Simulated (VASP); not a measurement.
Crystal: Fe.

```
CELL_PARAMETERS angstrom
-1.41631 1.41631 1.41631
1.41631 -1.41631 1.41631
1.41631 1.41631 -1.41631
ATOMIC_POSITIONS crystal
Fe 0.00000 0.00000 0.00000
```

| Item | Value |
| --- | --- |
| Program | VASP 6.6.1 |
| Task | relaxation of cell and atoms |
| Functional | PBE |
| Potentials or basis | VASP PAW PBE potentials, release 64 (Fe) |
| Cutoff | 600 eV |
| k mesh | 21 × 21 × 21 |
| Occupations | fermi-dirac, width 0.1 eV |
| Spin | no spin polarisation |

At the start: pressure -17.1 GPa; volume 11.36 Å³/atom.

Where does the relaxation end?

Over 7 steps the energy falls by 49.3 meV/atom and the volume is 10.51 Å³/atom (-7.5 %); space group Im-3m (No. 229, to 0.05 Å).

The path:
| step | energy change (eV) | largest force (eV/Å) | pressure (GPa) | volume (Å³) |
| --- | --- | --- | --- | --- |
| 1 | 0.0000 | 0.0000 | -17.10 | 11.36 |
| 2 | 0.0502 | 0.0000 | 34.37 | 9.48 |
| 3 | -0.0493 | 0.0000 | -0.46 | 10.53 |
| 4 | -0.0493 | 0.0000 | -0.09 | 10.51 |
| 5 | -0.0493 | 0.0000 | 0.33 | 10.49 |
| 6 | -0.0493 | 0.0000 | -0.36 | 10.52 |
| 7 | -0.0493 | 0.0000 | 0.02 | 10.51 |

Final structure:
```yaml
crystal:
  lattice:
    - [-1.37977, 1.37977, 1.37977]
    - [1.37977, -1.37977, 1.37977]
    - [1.37977, 1.37977, -1.37977]
  atoms:
    - { symbol: Fe, position: [0.00000, 0.00000, 0.00000] }
```

Caveat: the run has no spin polarisation, though such a crystal can be magnetic.
